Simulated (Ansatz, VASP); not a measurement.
# Te2Mo: VASP beside Ansatz

```
Te Mo
1.0
     3.54593    0.00000    0.00000
    -1.77296    3.07086    0.00000
     0.00000    0.00000   15.23968
Te Mo
2 1
Direct
  0.33333 0.66667 0.88122
  0.33333 0.66667 0.11878
  0.00000 0.00000 0.00000
```

Change from the starting cell: species swapped into the Te2W type (P-6m2, No. 187).

Alike in both runs: functional PBE; k mesh 6 × 6 × 2; occupations gaussian, width 0.1 eV; no spin polarisation.

Ansatz relaxed the structure, and its values are those at the end. VASP's run is a single point on that final structure, the one shown.

```csv
,VASP,Ansatz
version,VASP 6.6.1,Ansatz 0.2.0
potentials or method,"VASP PAW PBE potentials, release 64 (Te, Mo_sv), cutoff 520 eV","scalar-relativistic, plane waves, PAW"
valence electrons in the cell,26,46
```

|  | VASP | Ansatz | Ansatz less VASP |
| --- | --- | --- | --- |
| gap on the k mesh at the Fermi level (eV) | 1.09 | 1.10 | +0.001 |
| least direct gap on the mesh (eV) | 1.09 | 1.10 | +0.001 |
| rms of the force components (eV/Å) | 0.015 | 0.009 | -0.0060 |

The functional is the same, so the differences come from potentials, cutoffs and numerics. VASP's potentials hold 26 valence electrons a cell and Ansatz's 46, so a difference there can come from the potentials and not from the codes.

Neither program's run includes spin-orbit coupling.
